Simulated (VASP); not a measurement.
Here is a VASP 6.6.1 calculation.

File INCAR:

```
  ALGO = Normal
  EDIFF = 1E-6
  ENCUT = 520
  GGA = PE
  ISIF = 2
  ISMEAR = 0
  LASPH = T
  LCHARG = F
  LREAL = F
  LWAVE = F
  NBANDS = 36
  NELM = 60
  PREC = Accurate
  SIGMA = 0.1
```

The input KPOINTS:

```
k-points
0
Gamma
  12 12 4
```

The input POSCAR:

```
Hf3AlN4
1.0
    3.1711011369      0.0000000000      0.0000000000
    0.0000000000      3.1711011369      0.0000000000
    0.0000000000      0.0000000000      8.8743927435
Hf Al N
3 1 4
Direct
    0.5000000000      0.5000000000      0.2499336799
    0.0000000000      0.0000000000      0.5000000000
    0.5000000000      0.5000000000      0.7500663201
    0.0000000000      0.0000000000      0.0000000000
    0.0000000000      0.0000000000      0.2273918824
    0.5000000000      0.5000000000      0.5000000000
    0.0000000000      0.0000000000      0.7726081176
    0.5000000000      0.5000000000      0.0000000000
```

Potentials or basis: VASP PAW PBE potentials, release 64 (Hf_pv, Al, N).

Run with:

```sh
$ cat potpaw_PBE.64/Hf_pv/POTCAR potpaw_PBE.64/Al/POTCAR potpaw_PBE.64/N/POTCAR > POTCAR
$ mpirun -np 1 vasp_std > vasp.out
```

(1) Predict the pressure.

(2) Estimate the band gap on the k mesh.

(3) Predict the largest force.

Results:

(1) -1.9 GPa.

(2) zero (an odd number of electrons rules out a gap without spin polarisation).

(3) 0.081 eV/Å.

Caveat: spin-orbit coupling is left out, which moves the levels of the heavy elements; an odd number of electrons without spin polarisation forces a metal; a magnetic or distorted state may lie lower.
